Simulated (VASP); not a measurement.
Input of a VASP 6.6.1 run:

Contents of INCAR:

```
ALGO = Normal
EDIFF = 1E-6
ENCUT = 520
GGA = PE
ISIF = 2
ISMEAR = 0
LASPH = T
LCHARG = F
LREAL = F
LWAVE = F
NBANDS = 18
NELM = 100
PREC = Accurate
SIGMA = 0.01
```

The input KPOINTS:

```
k-points
0
Gamma
  6 6 6
```

File POSCAR:

```
HfO2
1.0
    0.0000000000      2.6050577889      2.6050577889
    2.6050577889      0.0000000000      2.6050577889
    2.6050577889      2.6050577889      0.0000000000
Hf O
1 2
Direct
    0.0000000000      0.0000000000      0.0000000000
    0.2500000000      0.2500000000      0.2500000000
    0.7500000000      0.7500000000      0.7500000000
```

Potentials or basis: VASP PAW PBE potentials, release 64 (Hf_pv, O).

Run with:

```sh
$ cat potpaw_PBE.64/Hf_pv/POTCAR potpaw_PBE.64/O/POTCAR > POTCAR
$ mpirun -np 1 vasp_std > vasp.out
```

(1) Estimate the pressure.

(2) What does it give for the band gap on the k mesh?

Results:

(1) -17.1 GPa.

(2) 3.58 eV, direct.

Caveat: the cell differs from its parent crystal (strain +3.0%); spin-orbit coupling is left out, which moves the levels of the heavy elements.
